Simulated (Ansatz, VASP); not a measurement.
SrTiO3 in VASP and in Ansatz

```
Sr Ti O
1.0
     3.90500    0.00000    0.00000
     0.00000    3.90500    0.00000
     0.00000    0.00000    4.02215
Sr Ti O
1 1 3
Cartesian
  0.0000 0.0000 0.0000
  1.9525 1.9525 2.0111
  0.0000 1.9525 2.0111
  1.9525 0.0000 2.0111
  1.9525 1.9525 0.0000
```

Change from the starting cell: zz strain of +3 %, crystal datasets.

Alike in both runs: task electric field gradients; functional PBE; k mesh 7 × 7 × 7; occupations fermi-dirac, width 0.05 eV; no spin polarisation.

|  | VASP | Ansatz |
| --- | --- | --- |
| version | VASP 6.6.1 | Ansatz 0.2.0 |
| potentials or method | VASP PAW PBE potentials, release 64 (Sr_sv, Ti_sv, O), cutoff 520 eV | all-electron PAW with datasets made for the crystal, scalar-relativistic |

Ansatz gave:

```
gap on the k mesh at the Fermi level (eV)                     : 1.86
pressure (GPa)                                                : -0.7
traceless stress, the component that is largest in VASP (GPa) : -3.94
size of Vzz on the site where it differs most (V/Å²)          : 11.0
```

Q: What did VASP give for the same quantities?

A: gap on the k mesh at the Fermi level (eV): 1.84; pressure (GPa): -0.1; traceless stress, the component that is largest in VASP (GPa): -4.02; size of Vzz on the site where it differs most (V/Å²): 10.2.

Ansatz ran all-electron here, and VASP with PAW potentials.
